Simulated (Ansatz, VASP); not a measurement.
One calculation of GaAs, two programs

File INCAR:

```
SYSTEM = GaAs
ALGO = Normal
EDIFF = 1E-6
ENCUT = 520
GGA = PE
ISIF = 2
ISMEAR = -1
LASPH = .True.
LCHARG = .False.
LREAL = .False.
LWAVE = .False.
NBANDS = 16
NELM = 80
PREC = Accurate
SIGMA = 0.02
```

KPOINTS

```
k-points
0
Gamma
  8 8 8
  0 0 0
```

Contents of POSCAR:

```
GaAs
1.0
    0.0000000000      2.7177785314      2.9295503681
    2.7177785314      0.0000000000      2.9295503681
    2.7177785314      2.7177785314      0.0000000000
Ga As
1 1
Direct
    0.0000000000      0.0000000000      0.0000000000
    0.2500000000      0.2500000000      0.2500000000
```

Input for Ansatz:

```yaml
crystal:
  lattice:
    - [0.0, 2.7177785314, 2.9295503681]
    - [2.7177785314, 0.0, 2.9295503681]
    - [2.7177785314, 2.7177785314, 0.0]
  atoms:
    - { symbol: Ga, position: [0.0, 0.0, 0.0] }
    - { symbol: As, position: [0.25, 0.25, 0.25] }
kpoints:
  mp_grid: { grid: [8, 8, 8] }
  band_path:
    path:
      - [0.0, 0.0, 0.0]
      - [-0.5, -0.5, 0.0]
      - [-0.375, -0.375, 0.25]
      - [-0.375, 0.0, 0.375]
      - [0.0, 0.0, 0.5]
      - [-0.5, -0.25, 0.25]
    npoints: 1
hamiltonian:
  xc: pbe
scf:
  occupations: { method: fermi_dirac, width: 0.02 }
  n_extra_bands: 4
output:
  forces: true
  stress: true
  eigenvalues: true
```

Change from the starting cell: epitaxial_xy strain -4.1%.

Alike in both runs: task single point; functional PBE; k mesh 8 × 8 × 8; occupations fermi-dirac, width 0.02 eV; no spin polarisation.

```csv
,VASP,Ansatz
version,VASP 6.6.1,Ansatz 0.2.0
potentials or method,"VASP PAW PBE potentials, release 64 (Ga_d, As)","plane waves, PAW"
plane-wave cutoff (eV),520,420
valence electrons in the cell,18,28
```

Ansatz gave:

- pressure (GPa): 6.8
- traceless stress, the component that is largest in VASP (GPa): -3.45

Question: What did VASP give for the same quantities?

Answer: Pressure (GPa): 7.0; traceless stress, the component that is largest in VASP (GPa): -3.44.

VASP's potentials hold 18 valence electrons a cell and Ansatz's 28, so a difference there can come from the potentials and not from the codes.
